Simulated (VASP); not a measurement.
Input of a VASP 6.6.1 run:

INCAR

```
SYSTEM = BeBPd3
PREC = Accurate
ENCUT = 520
EDIFF = 1E-7
ISMEAR = 0
SIGMA = 0.1
LREAL = .FALSE.
LASPH = .TRUE.
NELM = 100
ALGO = Normal
ISIF = 2
LWAVE = .FALSE.
LCHARG = .FALSE.
GGA = PE
NBANDS = 26
```

Contents of KPOINTS:

```
Automatic mesh
0
G
  6 6 6
  0 0 0
```

POSCAR

```
BeBPd3
1.0
    4.0879611173      0.0000000000      0.0000000000
    0.0000000000      4.0879611173      0.0000000000
    0.0000000000      0.0000000000      4.0879611173
Be B Pd
1 1 3
Direct
    0.5000000000      0.5000000000      0.5000000000
    0.0000000000      0.0000000000      0.0000000000
    0.5000000000      0.0000000000      0.0000000000
    0.0000000000      0.5000000000      0.0000000000
    0.0000000000      0.0000000000      0.5000000000
```

Potentials or basis: VASP PAW PBE potentials, release 64 (Be, B, Pd).

Run with:

```bash
$ cat potpaw_PBE.64/Be/POTCAR potpaw_PBE.64/B/POTCAR potpaw_PBE.64/Pd/POTCAR > POTCAR
$ mpirun -np 1 vasp_std > vasp.out
```

Problem. Predict the pressure.

Solution. 0.3 GPa.
